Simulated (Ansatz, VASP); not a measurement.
# Two plane-wave programs on AlInAsP3

File INCAR:

```
PREC     = Accurate       # precision mode
ENCUT    = 500            # plane-wave cutoff, eV
EDIFF    = 1E-7           # SCF threshold, eV
ISMEAR   = 0              # smearing method
SIGMA    = 0.1            # smearing width, eV
LREAL    = False          # projectors in reciprocal space
LASPH    = True           # aspherical terms in the spheres
NELM     = 120            # most SCF steps
ALGO     = Normal         # electronic algorithm
ISIF     = 3              # what is computed and relaxed
LWAVE    = False          # write WAVECAR
LCHARG   = False          # write CHGCAR
GGA      = PE             # functional
IBRION   = 2              # ionic algorithm
NSW      = 90             # ionic steps
EDIFFG   = -0.04          # ionic threshold
GGA_COMPAT= False        
NELMIN   = 4
```

The input KPOINTS:

```
Automatic mesh
0
Gamma
  6 6 4
```

File POSCAR:

```
AlInAsP3
1.0
    5.5393145114      0.0000000000      0.0000000000
   -2.7696572557      4.7971870865      0.0000000000
    0.0000000000      0.0000000000      5.1675270868
Al In P As
1 1 3 1
Direct
    0.6666666667      0.3333333333      0.0000000000
    0.0000000000      0.0000000000      0.0000000000
    0.5962990032      0.7981495016      0.5000000000
    0.2018504984      0.7981495016      0.5000000000
    0.2018504984      0.4037009968      0.5000000000
    0.3333333333      0.6666666667      0.0000000000
```

Input for Ansatz:

```yaml
crystal:
  lattice:
    - [5.5393145114, 0.0, 0.0]
    - [-2.7696572557, 4.7971870865, 0.0]
    - [0.0, 0.0, 5.1675270868]
  atoms:
    - { symbol: Al, position: [0.6666666667, 0.3333333333, 0.0] }
    - { symbol: In, position: [0.0, 0.0, 0.0] }
    - { symbol: P, position: [0.5962990032, 0.7981495016, 0.5] }
    - { symbol: P, position: [0.2018504984, 0.7981495016, 0.5] }
    - { symbol: P, position: [0.2018504984, 0.4037009968, 0.5] }
    - { symbol: As, position: [0.3333333333, 0.6666666667, 0.0] }
basis:
  ecutwfc: 420
kpoints:
  mp_grid: { grid: [6, 6, 4] }
hamiltonian:
  xc: pbe
scf:
  occupations: { method: gaussian, width: 0.1 }
  lower_state_search: "off"
output:
  forces: true
  stress: true
  eigenvalues: true
relax:
  adjacent_minimum: "off"
  f_tol: 0.04
  max_steps: 70
  cell: { stress_tol: 0.4 }
```

Change from the starting cell: species swapped into the LaAlCuNi3 type (P-6m2, No. 187).

Alike in both runs: task relaxation of cell and atoms; functional PBE; k mesh 6 × 6 × 4; occupations gaussian, width 0.1 eV; no spin polarisation.

```csv
,VASP,Ansatz
version,VASP 6.6.1,Ansatz 0.2.0
potentials or method,"VASP PAW PBE potentials, release 64 (Al, In_d, P, As), cutoff 500 eV","scalar-relativistic, plane waves, PAW"
valence electrons in the cell,36,46
```

|  | VASP | Ansatz | Ansatz less VASP |
| --- | --- | --- | --- |
| gap on the k mesh at the Fermi level, each at its own relaxed structure (eV) | none | none | - |
| relaxed volume (Å³/atom) | 21.81 | 21.93 | +0.119 |
| relaxed cell length with the largest relative difference (Å) | 5.328 | 5.342 | +0.0140 |

A gap of «none» marks a metal or a gap that the smearing closes. VASP's potentials hold 36 valence electrons a cell and Ansatz's 46, so a difference there can come from the potentials and not from the codes.
